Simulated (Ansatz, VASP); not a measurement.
# Two plane-wave programs on SnSbS2

INCAR

```
  PREC = Accurate
  ENCUT = 600
  EDIFF = 1E-6
  ISMEAR = 0
  SIGMA = 0.1
  LREAL = False
  LASPH = True
  NELM = 100
  ALGO = Normal
  ISIF = 3
  LWAVE = False
  LCHARG = False
  GGA = PE
  IBRION = 2
  NSW = 90
  EDIFFG = -0.04
```

File KPOINTS:

```
Automatic mesh
0
Gamma
  6 6 4
```

POSCAR

```
SnSbS2
1.0
    4.4073485100      0.0000000000      0.0000000000
   -2.2036742500      3.8168757700      0.0000000000
    0.0000000000      0.0000000000      5.6776528600
Sn Sb S
1 1 2
Direct
    0.0000000000      0.0000000000      0.0000000000
    0.0000000000      0.0000000000      0.5000000000
    0.3333333300      0.6666666700      0.2103273900
    0.6666666700      0.3333333300      0.7896726100
```

Input for Ansatz:

```yaml
crystal:
  lattice:
    - [4.40734851, 0.0, 0.0]
    - [-2.20367425, 3.81687577, 0.0]
    - [0.0, 0.0, 5.67765286]
  atoms:
    - { symbol: Sn, position: [0.0, 0.0, 0.0] }
    - { symbol: Sb, position: [0.0, 0.0, 0.5] }
    - { symbol: S, position: [0.33333333, 0.66666667, 0.21032739] }
    - { symbol: S, position: [0.66666667, 0.33333333, 0.78967261] }
basis:
  ecutwfc: 420
kpoints:
  mp_grid: { grid: [6, 6, 4] }
hamiltonian:
  xc: pbe
scf:
  occupations: { method: gaussian, width: 0.1 }
  lower_state_search: "off"
output:
  forces: true
  stress: true
  eigenvalues: true
relax:
  adjacent_minimum: "off"
  f_tol: 0.04
  max_steps: 70
  cell: { stress_tol: 0.4 }
```

Change from the starting cell: species swapped into the NiSn2Au type (P-3m1, No. 164).

Alike in both runs: task relaxation of cell and atoms; functional PBE; k mesh 6 × 6 × 4; occupations gaussian, width 0.1 eV; no spin polarisation.

|  | VASP | Ansatz |
| --- | --- | --- |
| version | VASP 6.6.1 | Ansatz 0.2.0 |
| potentials or method | VASP PAW PBE potentials, release 64 (Sn_d, Sb, S), cutoff 600 eV | scalar-relativistic, plane waves, PAW |
| valence electrons in the cell | 31 | 41 |

```csv
,VASP,Ansatz,Ansatz less VASP
"gap on the k mesh at the Fermi level, each at its own relaxed structure (eV)",none,none,-
relaxed volume (Å³/atom),24.27,24.24,-0.033
relaxed cell length with the largest relative difference (Å),7.744,7.721,-0.0237
```

A gap of «none» marks a metal or a gap that the smearing closes. VASP's potentials hold 31 valence electrons a cell and Ansatz's 41, so a difference there can come from the potentials and not from the codes.

Neither program's run includes spin-orbit coupling.
